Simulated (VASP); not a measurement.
The system is TaSiO4.

```
Ta Si O
1.0
     3.47819    0.00000    0.00000
    -1.73910    3.01220    0.00000
     0.00000    0.00000    6.31936
Ta Si O
1 1 4
Direct
  0.00000 0.00000 0.50000
  0.00000 0.00000 0.00000
  0.00000 0.00000 0.80464
  0.00000 0.00000 0.19536
  0.33333 0.66667 0.50000
  0.66667 0.33333 0.50000
```

| Quantity | Value |
| --- | --- |
| Program | VASP 6.6.1 |
| Task | relaxation of cell and atoms |
| Functional | PBE |
| Potentials or basis | VASP PAW PBE potentials, release 64 (Ta_pv, Si, O) |
| Cutoff | 600 eV |
| k mesh | 6 × 6 × 4 |
| Occupations | gaussian, width 0.1 eV |
| Spin | no spin polarisation |

At the start: pressure 111.9 GPa; volume 11.03 Å³/atom.

Task: Where does the relaxation end?

Result: Over 33 steps the energy falls by 1728.9 meV/atom and the volume is 14.09 Å³/atom (+27.7 %); space group P6/mmm (No. 191, to 0.05 Å).

The path:
| step | energy change (eV) | largest force (eV/Å) | pressure (GPa) | volume (Å³) |
| --- | --- | --- | --- | --- |
| 1 | 0.0000 | 32.2003 | 111.93 | 66.21 |
| 2 | 580.9495 | 1279.4866 | 565.45 | 156.64 |
| 3 | 41.8871 | 115.6116 | 241.57 | 71.60 |
| 4 | 39.1296 | 107.9311 | 239.68 | 69.68 |
| 5 | 36.9915 | 101.6921 | 239.49 | 67.93 |
| 6 | 36.0414 | 98.8146 | 239.99 | 67.07 |
| 7 | 35.5956 | 97.4500 | 240.27 | 66.64 |
| 8 | 35.3799 | 96.7849 | 240.58 | 66.42 |
| 9 | 35.2738 | 96.4591 | 240.74 | 66.32 |
| 10 | 35.2212 | 96.2983 | 240.81 | 66.26 |
| 11 | 35.1950 | 96.2178 | 240.84 | 66.23 |
| 12 | 35.1819 | 96.1776 | 240.88 | 66.22 |
| 13 | 35.1754 | 96.1584 | 240.88 | 66.21 |
| 14 | 35.1721 | 96.1486 | 240.88 | 66.21 |
| 15 | 35.1705 | 96.1433 | 240.93 | 66.21 |
| 16 | 35.1696 | 96.1413 | 240.90 | 66.21 |
| 17 | 35.1692 | 96.1399 | 240.90 | 66.21 |
| 18 | 35.1690 | 96.1390 | 240.88 | 66.21 |
| 19 | 35.1689 | 96.1388 | 240.88 | 66.21 |
| 20 | -9.3292 | 2.1724 | -1.58 | 84.18 |
| 21 | -9.1118 | 4.6530 | 9.63 | 79.80 |
| 22 | -9.3928 | 2.6644 | 1.07 | 82.72 |
| 23 | -9.3828 | 2.9744 | 2.55 | 82.06 |
| 24 | -9.7589 | 2.7052 | 1.79 | 82.38 |
| 25 | -10.3477 | 0.7978 | 2.41 | 83.19 |
| 26 | -10.3527 | 0.3753 | 2.86 | 83.28 |
| 27 | -10.3532 | 0.4719 | 2.75 | 83.26 |
| 28 | -10.3652 | 0.3175 | 1.63 | 83.78 |
| 29 | -10.3731 | 0.0443 | -0.51 | 84.85 |
| 30 | -10.3733 | 0.0723 | -0.28 | 84.73 |
| 31 | -10.3733 | 0.0796 | -0.22 | 84.70 |
| 32 | -10.3735 | 0.0425 | -0.09 | 84.64 |
| 33 | -10.3736 | 0.0062 | 0.07 | 84.57 |

Final structure:
```
Ta Si O
1.0
     3.66734    0.00000    0.00000
    -1.83367    3.17601    0.00000
     0.00000    0.00000    7.26051
Ta Si O
1 1 4
Direct
  0.00000 0.00000 0.50000
  0.00000 0.00000 0.00000
  0.00000 0.00000 0.78329
  0.00000 0.00000 0.21671
  0.33333 0.66667 0.50000
  0.66667 0.33333 0.50000
```

Caveat: the volume moved by over 15 % at a fixed basis, so the end points are rough; an odd number of electrons without spin polarisation forces a metal; a magnetic or distorted state may lie lower.
